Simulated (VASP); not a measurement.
# Si in VASP: a series of runs

The runs below take Si through single point, with PBE.

Everything below comes from runs of VASP 6.6.1. Logs are shortened: lines on timing, memory, paths and dates and some standing lists are left out, and cuts for length are marked.

## Step 1: The cell of the first run

The cell holds a slab with vacuum, 2 atoms: a = 3.999 Å, b = 3.999 Å, c = 28.000 Å, α = 90.00°, β = 90.00°, γ = 120.00°.

## Step 2: Single point, PBE

INCAR reads:

```
SYSTEM = Si
PREC = Accurate
ENCUT = 520
EDIFF = 1E-6
ISMEAR = 0
SIGMA = 0.1
LREAL = .FALSE.
LASPH = .TRUE.
NELM = 60
ALGO = Normal
ISIF = 2
LWAVE = .FALSE.
LCHARG = .FALSE.
LDIPOL = .TRUE.
IDIPOL = 3
DIPOL = 0.5 0.5 0.500
GGA = PE
NBANDS = 11
```

KPOINTS reads:

```
Automatic mesh
0
G
  15 15 1
  0 0 0
```

POSCAR reads:

```
Si
1.0
    3.9990000000      0.0000000000      0.0000000000
   -1.9995000000      3.4632355897      0.0000000000
    0.0000000000      0.0000000000     28.0000000000
Si
2
Direct
    0.3333333333      0.6666666667      0.5000000000
    0.6666666667      0.3333333333      0.5000000000
```

Potentials or basis: VASP PAW PBE potentials, release 64 (Si).

Started as:

```console
> cat potpaw_PBE.64/Si/POTCAR > POTCAR
> mpirun -np 1 vasp_std > vasp.out
```

OUTCAR:

```text
SYSTEM = Si
   PREC = Accurate
   ENCUT = 520
   EDIFF = 1E-6
   ISMEAR = 0
   LREAL = .FALSE.
   LASPH = .TRUE.
   NELM = 60
   ISIF = 2
   GGA = PE

 ion  position               nearest neighbor table
   1  0.333  0.667  0.500-   2 2.31   2 2.31   2 2.31
   2  0.667  0.333  0.500-   1 2.31   1 2.31   1 2.31

  LATTYP: Found a hexagonal cell.
 ALAT       =     3.9990000000
 C/A-ratio  =     7.0017504376

  Lattice vectors:

 A1 = (   3.9990000000,   0.0000000000,   0.0000000000)
 A2 = (  -1.9995000000,   3.4632355897,   0.0000000000)
 A3 = (   0.0000000000,   0.0000000000,  28.0000000000)

Analysis of symmetry for initial positions (statically):
=====================================================================
 Subroutine PRICEL returns:
 Original cell was already a primitive cell.

 Routine SETGRP: Setting up the symmetry group for a
 hexagonal supercell.

 Subroutine GETGRP returns: Found 24 space group operations
 (whereof 24 operations were pure point group operations)
 out of a pool of 24 trial point group operations.

The static configuration has the point symmetry D_6h.

Analysis of symmetry for dynamics (positions and initial velocities):
=====================================================================
 Subroutine PRICEL returns:
 Original cell was already a primitive cell.

 Routine SETGRP: Setting up the symmetry group for a
 hexagonal supercell.

 Subroutine GETGRP returns: Found 24 space group operations
 (whereof 24 operations were pure point group operations)
 out of a pool of 24 trial point group operations.

The dynamic configuration has the point symmetry D_6h.

 Subroutine INISYM returns: Found 24 space group operations
 (whereof 24 operations are pure point group operations),
 and found     1 'primitive' translations

----------------------------------------------------------------------------------------

                                     Primitive cell

  volume of cell :     387.7854

  direct lattice vectors                    reciprocal lattice vectors
     3.999000000  0.000000000  0.000000000     0.250062516  0.144373661  0.000000000
    -1.999500000  3.463235590  0.000000000     0.000000000  0.288747321  0.000000000
     0.000000000  0.000000000 28.000000000     0.000000000  0.000000000  0.035714286

  length of vectors
     3.999000000  3.999000000 28.000000000     0.288747321  0.288747321  0.035714286

  position of ions in fractional coordinates (direct lattice)
     0.333333333  0.666666667  0.500000000
     0.666666667  0.333333333  0.500000000

  ion indices of the primitive-cell ions
   primitive index   ion index
                 1           1
                 2           2

----------------------------------------------------------------------------------------

 KPOINTS: Automatic mesh

Automatic generation of k-mesh.
 Grid dimensions read from file:
 generate k-points for:   15   15    1

 Generating k-lattice:

  Cartesian coordinates                     Fractional coordinates (reciprocal lattice)
     0.016670834  0.009624911  0.000000000     0.066666667  0.000000000  0.000000000
     0.000000000  0.019249821  0.000000000     0.000000000  0.066666667  0.000000000
     0.000000000  0.000000000  0.035714286     0.000000000  0.000000000  1.000000000

  Length of vectors
     0.019249821  0.019249821  0.035714286

  Shift w.r.t. Gamma in fractional coordinates (k-lattice)
     0.000000000  0.000000000  0.000000000

 Subroutine IBZKPT returns following result:
 ===========================================

 Found     27 irreducible k-points:

 Following reciprocal coordinates:
            Coordinates               Weight
  0.000000  0.000000  0.000000      1.000000
  0.066667  0.000000  0.000000      6.000000
  0.133333  0.000000  0.000000      6.000000
  0.200000  0.000000  0.000000      6.000000
  0.266667  0.000000  0.000000      6.000000
  0.333333  0.000000  0.000000      6.000000
[... 16 lines left out ...]
  0.333333  0.200000  0.000000     12.000000
  0.400000  0.200000  0.000000      6.000000
 [... further k-points ...]
   k-points           NKPTS =     27   k-points in BZ     NKDIM =     27   number of bands    NBANDS=     11
   number of dos      NEDOS =    301   number of ions     NIONS =      2
   total plane-waves  NPLWV = 189000
   dimension x,y,z NGX =    30 NGY =   30 NGZ =  210
   dimension x,y,z NGXF=    60 NGYF=   60 NGZF=  420
   ions per type =               2
   NGX,Y,Z   is equivalent  to a cutoff of  12.47, 12.47, 12.47 a.u.
   NGXF,Y,Z  is equivalent  to a cutoff of  24.94, 24.94, 24.94 a.u.
 SYSTEM =  Si
   PREC   = accura    normal or accurate (medium, high low for compatibility)
   ISTART =      0    job   : 0-new  1-cont  2-samecut
   ICHARG =      2    charge: 1-file 2-atom 10-const
   ISPIN  =      1    spin polarized calculation?
   LNONCOLLINEAR =      F non collinear calculations
   LSORBIT =      F    spin-orbit coupling
   LASPH  =      T    aspherical Exc in radial PAW
   ENCUT  =  520.0 eV  38.22 Ry    6.18 a.u.   7.44  7.44 52.06*2*pi/ulx,y,z
   NELM   =     60;   NELMIN=  2; NELMDL= -5     # of ELM steps
   EDIFF  = 0.1E-05   stopping-criterion for ELM
   LREAL  =      F    real-space projection
   EDIFFG = 0.1E-04   stopping-criterion for IOM
   NSW    =      0    number of steps for IOM
   IBRION =     -1    ionic relax: 0-MD 1-quasi-New 2-CG
   NFREE  =      0    steps in history (QN), initial steepest desc. (CG)
   ISIF   =      2    stress and relaxation
   ISYM   =      2    0-nonsym 1-usesym 2-fastsym
   POTIM  = 0.5000    time-step for ionic-motion
   TEBEG  =    0.0;   TEEND  =   0.0 temperature during run
   PSTRESS=    0.0 pullay stress
   NELECT =       8.0000    total number of electrons
   NUPDOWN=      -1.0000    fix difference up-down
   EMIN   =  10.00;   EMAX   =-10.00  energy-range for DOS
   EFERMI =   0.00;   METHOD = LEGACY
   ISMEAR =     0;   SIGMA  =   0.10  broadening in eV -4-tet -1-fermi 0-gaus
   EFERMI_NEDOS =   21; number of points for ismear=-14 and -15
   IALGO  =     38    algorithm
   IMIX   =      4    mixing-type and parameters
     AMIX     =   0.40;   BMIX     =  1.00
     AMIX_MAG =   1.60;   BMIX_MAG =  1.00
  volume/ion in A,a.u.               =     193.89      1308.45
  Fermi-wavevector in a.u.,A,eV,Ry     =   0.448994  0.848477  2.742881  0.201596
  Thomas-Fermi vector in A             =   1.428810
   LORBIT       =      0    0 simple, 1 ext, 2 COOP (PROOUT), +10 PAW based schemes
   GGA     = PE    functional components
   LHFCALC =     F    Hartree Fock is set to
   AEXX    =    0.0000 exact exchange contribution
   IVDW    =     0    specifies the selected vdW correction
   LEPSILON=     F    determine dielectric tensor
   LRPA    =     F    only Hartree local field effects (RPA)
 non-spin polarized calculation
 Gauss-broadening in eV      SIGMA  =   0.10
  energy-cutoff  :      520.00
  volume of cell :      387.79
 maximum number of plane-waves:     10515
 NGX is ok and might be reduce to    30
   NGX = 15   NGY = 15   NGZ =105

 dipolmoment           0.000000      0.000000      0.000000 electrons x Angstroem

 number of electron       8.0000000 magnetization

 dipolmoment           0.000000      0.000000     -0.000000 electrons x Angstroem

 Free energy of the ion-electron system (eV)
  ---------------------------------------------------
  ext. energy  EPLUGINS =         0.00000000
  ---------------------------------------------------
  free energy    TOTEN  =        -9.47298129 eV

  energy without entropy =       -9.47197828  energy(sigma->0) =       -9.47247978

 E-fermi :  -3.4809     XC(G=0):  -1.5056

 val. band max:       -3.4808628039   @ k =   0.3333   0.3333   0.0000
 cond. band min:      -3.4808628012   @ k =   0.3333   0.3333   0.0000
 fundamental gap:      0.0000000027
 Fermi energy:        -3.4808628031

 k-point     1 :       0.0000    0.0000    0.0000
  band No.  band energies     occupation
      1     -14.5705      2.00000
      2      -6.3741      2.00000
      3      -5.3490      2.00000
      4      -5.3490      2.00000
      5      -2.8814      0.00000
      6      -1.0340      0.00000
      7      -1.0340      0.00000
      8      -0.2960      0.00000
      9       0.8883      0.00000
     10       1.1674      0.00000
     11       1.5956      0.00000

 k-point     2 :       0.0667    0.0000    0.0000
  band No.  band energies     occupation
      1     -14.5227      2.00000
      2      -6.3274      2.00000
      3      -5.7913      2.00000
      4      -5.4294      2.00000
      5      -2.5083      0.00000
      6      -1.0398      0.00000
      7      -0.8566      0.00000
      8      -0.2420      0.00000
      9       0.9424      0.00000
     10       1.2231      0.00000
     11       1.6506      0.00000

 k-point     3 :       0.1333    0.0000    0.0000
  band No.  band energies     occupation
      1     -14.3798      2.00000
      2      -6.6790      2.00000
      3      -6.1882      2.00000
      4      -5.6331      2.00000
      5      -2.1004      0.00000
      6      -0.7328      0.00000
      7      -0.3619      0.00000
      8      -0.0806      0.00000
      9       1.0931      0.00000
     10       1.1486      0.00000
     11       1.3901      0.00000

 k-point     4 :       0.2000    0.0000    0.0000
  band No.  band energies     occupation
      1     -14.1443      2.00000
      2      -7.6528      2.00000
      3      -5.9586      2.00000
      4      -5.8879      2.00000
      5      -2.2064      0.00000
      6       0.1713      0.00000
      7       0.1912      0.00000
      8       0.2715      0.00000
      9       0.3770      0.00000
     10       1.3757      0.00000
     11       1.6683      0.00000

 k-point     5 :       0.2667    0.0000    0.0000
  band No.  band energies     occupation
      1     -13.8214      2.00000
      2      -8.6071      2.00000
      3      -6.1355      2.00000
      4      -5.6440      2.00000
      5      -2.4657      0.00000
      6      -0.6084      0.00000
      7       0.5580      0.00000
      8       1.2887      0.00000
      9       1.3005      0.00000
     10       1.7502      0.00000
     11       2.0578      0.00000
[... 211 lines left out ...]
 k-point    21 :       0.2000    0.2000    0.0000
  band No.  band energies     occupation
      1     -13.3259      2.00000
      2      -9.4655      2.00000
      3      -7.0855      2.00000
      4      -5.1620      2.00000
      5      -1.4547      0.00000
      6      -0.4971      0.00000
      7      -0.4602      0.00000
      8       1.1316      0.00000
      9       1.8725      0.00000
     10       2.5523      0.00000
     11       2.6692      0.00000

 k-point    22 :       0.2667    0.2000    0.0000
  band No.  band energies     occupation
      1     -12.9010      2.00000
      2     -10.1294      2.00000
      3      -7.4305      2.00000
      4      -4.7498      2.00000
      5      -2.0851      0.00000
      6      -0.6667      0.00000
      7       0.5886      0.00000
      8       1.5203      0.00000
      9       1.6350      0.00000
     10       3.0095      0.00000
     11       3.2238      0.00000

 k-point    23 :       0.3333    0.2000    0.0000
  band No.  band energies     occupation
      1     -12.4552      2.00000
      2     -10.7315      2.00000
      3      -7.6389      2.00000
      4      -4.3191      2.00000
      5      -2.6560      0.00000
      6      -0.7853      0.00000
      7       1.2699      0.00000
      8       1.7140      0.00000
      9       2.1896      0.00000
     10       3.6443      0.00000
     11       3.8795      0.00000

 k-point    24 :       0.4000    0.2000    0.0000
  band No.  band energies     occupation
      1     -12.1988      2.00000
      2     -11.0423      2.00000
      3      -7.7080      2.00000
      4      -4.0731      2.00000
      5      -2.9506      0.00000
      6      -0.8256      0.00000
      7       1.1847      0.00000
      8       2.3683      0.00000
      9       2.6523      0.00000
     10       3.6710      0.00000
     11       3.9241      0.00000

 [... further k-points ...]

------------------------ aborting loop because EDIFF is reached ----------------------------------------

 vacuum level on the upper side and lower side of the slab       (xc-potential included)        -0.009        -0.009

  FORCE on cell =-STRESS in cart. coord.  units (eV):
  Direction    XX          YY          ZZ          XY          YZ          ZX
  --------------------------------------------------------------------------------------
  -------------------------------------------------------------------------------------
  Total       -2.2163701     -2.2163701     -0.0034907      0.0000000      0.0000000      0.0000000
  in kB       -9.1571723     -9.1571723     -0.0144220      0.0000000      0.0000000      0.0000000
  external PRESSURE =      -6.1095889 kB  Pullay stress =       0.0000000 kB

 VOLUME and BASIS-vectors are now :
 -----------------------------------------------------------------------------
  energy-cutoff  :      520.00
  volume of cell :      387.79
      direct lattice vectors                 reciprocal lattice vectors
     3.999000000  0.000000000  0.000000000     0.250062516  0.144373661  0.000000000
    -1.999500000  3.463235590  0.000000000     0.000000000  0.288747321  0.000000000
     0.000000000  0.000000000 28.000000000     0.000000000  0.000000000  0.035714286

 POSITION                                       TOTAL-FORCE (eV/Angst)
 -----------------------------------------------------------------------------------
     -0.00000      2.30882     14.00000         0.000000      0.000000     -0.000000
      1.99950      1.15441     14.00000        -0.000000      0.000000      0.000000
 -----------------------------------------------------------------------------------
    total drift:                                0.000000     -0.000000      0.000000

  FREE ENERGIE OF THE ION-ELECTRON SYSTEM (eV)
  ---------------------------------------------------
  free  energy   TOTEN  =        -9.4729812859 eV

  energy  without entropy=       -9.4719782821  energy(sigma->0) =       -9.47247978

 vacuum level on the upper side and lower side of the slab         1.134         1.134
```

Run time: 93 s. Hardware: 1 thread of Intel Xeon Platinum 8559C (Emerald Rapids), shared host; peak memory 0.45 GiB.

Results:

```yaml
Free_energy: -9.4730 eV
Band_gap_on_the_k_mesh: zero (filled and empty bands touch)
```

## Step 3: Single point, PBE

This run uses another cell than the first one.

INCAR reads:

```
SYSTEM = Si
PREC = Accurate
ENCUT = 520
EDIFF = 1E-6
ISMEAR = 0
SIGMA = 0.1
LREAL = .False.
LASPH = .True.
NELM = 80
ALGO = Normal
ISIF = 2
LWAVE = .False.
LCHARG = .False.
LDIPOL = .True.
IDIPOL = 3
DIPOL = 0.5 0.5 0.500
GGA = PE
NBANDS = 11
```

KPOINTS reads:

```
regular mesh
0
Gamma
  15 15 1
  0 0 0
```

POSCAR reads:

```
Si
1.0
    4.0610000000      0.0000000000      0.0000000000
   -2.0305000000      3.5169291648      0.0000000000
    0.0000000000      0.0000000000     28.0000000000
Si
2
Direct
    0.3333333333      0.6666666667      0.5000000000
    0.6666666667      0.3333333333      0.5000000000
```

Potentials or basis: VASP PAW PBE potentials, release 64 (Si).

Started as:

```console
> cat potpaw_PBE.64/Si/POTCAR > POTCAR
> mpirun -np 1 vasp_std > vasp.out
```

It took 92 s on 1 thread of Intel Xeon Platinum 8559C (Emerald Rapids), shared host; peak memory 0.47 GiB.

The run converged. Its results:

```
Free energy            : -9.3863 eV
Band gap on the k mesh : zero (filled and empty bands touch)
```

Levels at points of the mesh, in eV from the Fermi level:
```tsv
k point	band 1	band 2	band 3	band 4	band 5	band 6	band 7	band 8	band 9
(0.00, 0.00, 0.00)	-10.92	-2.78	-1.89	-1.89	0.18	2.38	2.38	3.23	4.39
```

## Step 4: Single point, PBE

This run uses another cell than the first one.

INCAR reads:

```
ALGO = Normal
DIPOL = 0.5 0.5 0.500
EDIFF = 1E-6
ENCUT = 520
GGA = PE
IDIPOL = 3
ISIF = 2
ISMEAR = 0
LASPH = T
LCHARG = T
LDIPOL = T
LELF = T
LREAL = F
LVACPOTAV = T
LVHAR = T
LWAVE = F
NBANDS = 11
NELM = 80
PREC = Accurate
SIGMA = 0.1
```

KPOINTS reads:

```
k-points
0
Gamma
  15 15 1
```

POSCAR reads:

```
Si
1.0
    3.6260000000      0.0000000000      0.0000000000
   -1.8130000000      3.1402081141      0.0000000000
    0.0000000000      0.0000000000     28.0000000000
Si
2
Direct
    0.3333333333      0.6666666667      0.5000000000
    0.6666666667      0.3333333333      0.5000000000
```

Started as:

```console
> cat potpaw_PBE.64/Si/POTCAR > POTCAR
> mpirun -np 1 vasp_std > vasp.out
```

Run time: 91 s. Hardware: 1 thread of AMD EPYC 9R45 (Zen 5), shared host; peak memory 0.4 GiB.

It converged, with:

- Free energy: -8.9142 eV
- Band gap on the k mesh: zero (filled and empty bands touch)

Levels at points of the mesh, in eV from the Fermi level:
| k point | band 2 | band 3 | band 4 | band 5 | band 6 | band 7 |
| --- | --- | --- | --- | --- | --- | --- |
| (0.00, 0.00, 0.00) | -3.70 | -1.54 | -1.54 | 2.83 | 2.88 | 2.88 |

## Step 5: Single point, PBE

This run uses another cell than the first one.

INCAR reads:

```
SYSTEM = Si
PREC = Accurate
ENCUT = 520
EDIFF = 1E-6
ISMEAR = 0
SIGMA = 0.1
LREAL = .False.
LASPH = .True.
NELM = 80
ALGO = Normal
ISIF = 2
LWAVE = .False.
LCHARG = .True.
LDIPOL = .True.
IDIPOL = 3
DIPOL = 0.5 0.5 0.500
GGA = PE
LELF = .True.
LVHAR = .True.
LVACPOTAV = .True.
NBANDS = 11
```

KPOINTS reads:

```
regular mesh
0
Gamma
  15 15 1
  0 0 0
```

POSCAR reads:

```
Si
1.0
    3.6880000000      0.0000000000      0.0000000000
   -1.8440000000      3.1939016892      0.0000000000
    0.0000000000      0.0000000000     28.0000000000
Si
2
Direct
    0.3333333333      0.6666666667      0.5000000000
    0.6666666667      0.3333333333      0.5000000000
```

Started as:

```console
> cat potpaw_PBE.64/Si/POTCAR > POTCAR
> mpirun -np 1 vasp_std > vasp.out
```

It took 94 s on 1 thread of AMD EPYC 9R45 (Zen 5), shared host; peak memory 0.38 GiB.

It converged, with:

- Free energy: -9.1788 eV
- Band gap on the k mesh: zero (filled and empty bands touch)

Levels at points of the mesh, in eV from the Fermi level:
| k point | band 2 | band 3 | band 4 | band 5 | band 6 | band 7 |
| --- | --- | --- | --- | --- | --- | --- |
| (0.00, 0.00, 0.00) | -3.55 | -1.62 | -1.62 | 2.80 | 2.80 | 2.90 |

## Step 6: Overview

| cell | gap on the mesh (eV) |
| --- | --- |
| a = 3.999, b = 3.999, c = 28.000 Å, angles 90.0, 90.0, 120.0°, 2 atoms | none |
| a = 4.061, b = 4.061, c = 28.000 Å, angles 90.0, 90.0, 120.0°, 2 atoms | none |
| a = 3.626, b = 3.626, c = 28.000 Å, angles 90.0, 90.0, 120.0°, 2 atoms | none |
| a = 3.688, b = 3.688, c = 28.000 Å, angles 90.0, 90.0, 120.0°, 2 atoms | none |

Alike in all rows: task single point; level PBE; potentials or basis VASP PAW PBE potentials, release 64 (Si); no spin polarisation; k mesh 15 × 15 × 1; cutoff (eV) 520; smearing gaussian 0.1 eV.

Absolute energies hang on the potentials; compare differences alone.
